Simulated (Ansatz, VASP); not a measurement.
PtRh2: VASP beside Ansatz

```
CELL_PARAMETERS angstrom
1.59287 0.91965 4.81089
-1.59287 0.91965 4.81089
0.00000 -1.83929 4.81089
ATOMIC_POSITIONS crystal
Rh 0.75000 0.75000 0.75000
Rh 0.25000 0.25000 0.25000
Pt 0.00000 0.00000 0.00000
```

Alike in both runs: task relaxation of cell and atoms; functional PBE; k mesh 6 × 6 × 6; occupations gaussian, width 0.1 eV; no spin polarisation.

```csv
,VASP,Ansatz
version,VASP 6.6.1,Ansatz 0.2.0
potentials or method,"VASP PAW PBE potentials, release 64 (Rh_pv, Pt), cutoff 600 eV","scalar-relativistic, plane waves, PAW"
valence electrons in the cell,40,52
```

```csv
,VASP,Ansatz,Ansatz less VASP
"gap on the k mesh at the Fermi level, each at its own relaxed structure (eV)",none,none,-
relaxed volume (Å³/atom),17.31,14.63,-2.679
relaxed cell length with the largest relative difference (Å),4.594,6.920,+2.3256
```

A gap of «none» marks a metal or a gap that the smearing closes. One of these differences is far larger than is usual between the two programs; its cause wasn't traced. VASP's potentials hold 40 valence electrons a cell and Ansatz's 52, so a difference there can come from the potentials and not from the codes.

The k mesh is coarse, so the values compare programs but aren't converged. Spin-orbit coupling is off throughout. Noted on VASP's run: the volume moved by over 15 % at a fixed basis, so the end points are rough.
